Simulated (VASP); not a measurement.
# InSb (Pmmm) in VASP: notebook, part 2 of 2

VASP 6.6.1.

## Step 4: Single point, PBEsol (normal strain along x +0.0400, normal strain along z +0.0200)

File INCAR:

```
PREC = Accurate ; ENCUT = 500
EDIFF = 1E-6 ; ISMEAR = 0
SIGMA = 0.15 ; LREAL = F
LASPH = T ; NELM = 120
ALGO = Normal ; ISIF = 2
LWAVE = F ; LCHARG = T
GGA = PS ; LELF = T
LVHAR = T ; NBANDS = 16
GGA_COMPAT = F
```

File KPOINTS:

```
Automatic mesh
0
Gamma
  14 14 8
```

File POSCAR:

```
InSb
1.0
    3.1576362431      0.0000000000      0.0000000000
    0.0000000000      3.0361886953      0.0000000000
    0.0000000000      0.0000000000      6.2182830229
In Sb
1 1
Direct
    0.0000000000      0.0000000000      0.0000000000
    0.0000000000      0.0000000000      0.5000000000
```

Potentials or basis: VASP PAW PBE potentials, release 64 (In_d, Sb).

Command:

```sh
> cat potpaw_PBE.64/In_d/POTCAR potpaw_PBE.64/Sb/POTCAR > POTCAR
> mpirun -np 1 vasp_std > vasp.out
```

OUTCAR:

```text
PREC = Accurate
   ENCUT = 500
   EDIFF = 1E-6
   ISMEAR = 0
   LREAL = F
   LASPH = T
   NELM = 120
   ISIF = 2
   GGA = PS

 ion  position               nearest neighbor table
   1  0.000  0.000  0.000-   2 3.11   2 3.11
   2  0.000  0.000  0.500-   1 3.11   1 3.11

  LATTYP: Found a simple orthorhombic cell.
 ALAT       =     3.0361886953
 B/A-ratio  =     1.0400000000
 C/A-ratio  =     2.0480555219

  Lattice vectors:

 A1 = (   0.0000000000,  -3.0361886953,   0.0000000000)
 A2 = (   3.1576362431,   0.0000000000,   0.0000000000)
 A3 = (   0.0000000000,   0.0000000000,   6.2182830229)

Analysis of symmetry for initial positions (statically):
=====================================================================
 Subroutine PRICEL returns:
 Original cell was already a primitive cell.

 Routine SETGRP: Setting up the symmetry group for a
 simple orthorhombic supercell.

 Subroutine GETGRP returns: Found  8 space group operations
 (whereof  8 operations were pure point group operations)
 out of a pool of  8 trial point group operations.

[... 156 lines left out ...]
  ---------------------------------------------------
  ext. energy  EPLUGINS =         0.00000000
  ---------------------------------------------------
  free energy    TOTEN  =        -7.39510288 eV

  energy without entropy =       -7.38342709  energy(sigma->0) =       -7.38926499

 E-fermi :   6.3594     XC(G=0):  -9.7399

 val. band max:        6.3543596292   @ k =   0.3571   0.0000   0.2500
 cond. band min:       6.3598419262   @ k =   0.4286   0.5000   0.3750
 fundamental gap:      0.0054822970
 Fermi energy:         6.3594401670

 k-point     1 :       0.0000    0.0000    0.0000
  band No.  band energies     occupation
      1      -8.4697      2.00000
      2      -8.2475      2.00000
      3      -7.9246      2.00000
      4      -7.8836      2.00000
      5      -7.8191      2.00000
      6      -5.1267      2.00000
[... 433 lines left out ...]
      3      -8.0185      2.00000
      4      -7.9166      2.00000
      5      -7.8890      2.00000
      6      -2.4811      2.00000
[... 8 lines left out ...]
     15      15.6950      0.00000
     16      17.6047      0.00000

 [... further k-points ...]
[... 5 lines left out ...]
  --------------------------------------------------------------------------------------
  -------------------------------------------------------------------------------------
  Total       -1.3052218     -0.6988319     -0.8529300      0.0000000      0.0000000      0.0000000
  in kB      -35.0778990    -18.7811396    -22.9225338      0.0000000      0.0000000      0.0000000
  external PRESSURE =     -25.5938575 kB  Pullay stress =       0.0000000 kB

 VOLUME and BASIS-vectors are now :
 -----------------------------------------------------------------------------
  energy-cutoff  :      500.00
  volume of cell :       59.62
      direct lattice vectors                 reciprocal lattice vectors
     3.157636243  0.000000000  0.000000000     0.316692590  0.000000000  0.000000000
     0.000000000  3.036188695  0.000000000     0.000000000  0.329360294  0.000000000
     0.000000000  0.000000000  6.218283023     0.000000000  0.000000000  0.160816096

 POSITION                                       TOTAL-FORCE (eV/Angst)
 -----------------------------------------------------------------------------------
      0.00000      0.00000      0.00000         0.000000      0.000000      0.000000
      0.00000      0.00000      3.10914         0.000000      0.000000      0.000000
 -----------------------------------------------------------------------------------
    total drift:                                0.000000     -0.000000     -0.000000

  FREE ENERGIE OF THE ION-ELECTRON SYSTEM (eV)
  ---------------------------------------------------
  free  energy   TOTEN  =        -7.3951028801 eV

  energy  without entropy=       -7.3834270934  energy(sigma->0) =       -7.38926499
```

OSZICAR:

```text
N       E                     dE             d eps       ncg     rms          rms(c)
DAV:   1     0.107938419438E+03    0.10794E+03   -0.77852E+03 10256   0.113E+03
DAV:   2    -0.782731675759E+00   -0.10872E+03   -0.10545E+03 11600   0.283E+02
DAV:   3    -0.725485489989E+01   -0.64721E+01   -0.64203E+01 13088   0.692E+01
DAV:   4    -0.742352112184E+01   -0.16867E+00   -0.16862E+00 13080   0.123E+01
DAV:   5    -0.743132031850E+01   -0.77992E-02   -0.77991E-02 14920   0.219E+00    0.285E+00
DAV:   6    -0.740071008036E+01    0.30610E-01   -0.59755E-02 13392   0.401E+00    0.152E+00
DAV:   7    -0.739533846982E+01    0.53716E-02   -0.20505E-02 13272   0.196E+00    0.317E-01
DAV:   8    -0.739509916574E+01    0.23930E-03   -0.11861E-03 13672   0.428E-01    0.915E-02
DAV:   9    -0.739509897256E+01    0.19319E-06   -0.13047E-04 13664   0.153E-01    0.252E-02
DAV:  10    -0.739510297688E+01   -0.40043E-05   -0.76614E-06 12976   0.223E-02    0.575E-03
DAV:  11    -0.739510288010E+01    0.96778E-07   -0.84804E-07  8608   0.125E-02
   1 F= -.73951029E+01 E0= -.73892650E+01  d E =-.116758E-01
```

It took 4.2 min on 1 thread of Intel Xeon 8259CL, shared host; peak memory 0.41 GiB.

What came out:

| Property | Result |
| --- | --- |
| Free energy | -7.3951 eV |
| Pressure | -2.6 GPa |
| Band gap on the k mesh | zero (bands 9 and 10 overlap by 5.31 eV) |

Stress tensor (GPa, compression positive):
```
-3.51  0.00  0.00
 0.00 -1.88  0.00
 0.00  0.00 -2.29
```

Caveat: the cell differs from its parent crystal (normal strain along x +0.0400, normal strain along z +0.0200); the PAW data sets were made with another functional, which shifts forces and pressure a little; spin-orbit coupling is left out, which moves the levels of the heavy elements.

## Step 5: Summary

```tsv
cell	gap on the mesh (eV)	pressure (GPa)
a = 3.158, b = 3.036, c = 6.096 Å, 2 atoms	none	-1.8
a = 3.097, b = 3.036, c = 6.218 Å, 2 atoms	none	-1.8
a = 3.158, b = 3.036, c = 6.218 Å, 2 atoms	none	-2.6
```

Alike in all rows: task single point; level PBEsol; potentials or basis VASP PAW PBE potentials, release 64 (In_d, Sb); no spin polarisation; k mesh 14 × 14 × 8; cutoff (eV) 500; smearing gaussian 0.15 eV.

Caveats: the PAW data sets were made with another functional, which shifts forces and pressure a little; spin-orbit coupling is left out, which moves the levels of the heavy elements.

Total energies depend on the potentials used, so only differences within one code and one set of settings carry meaning.
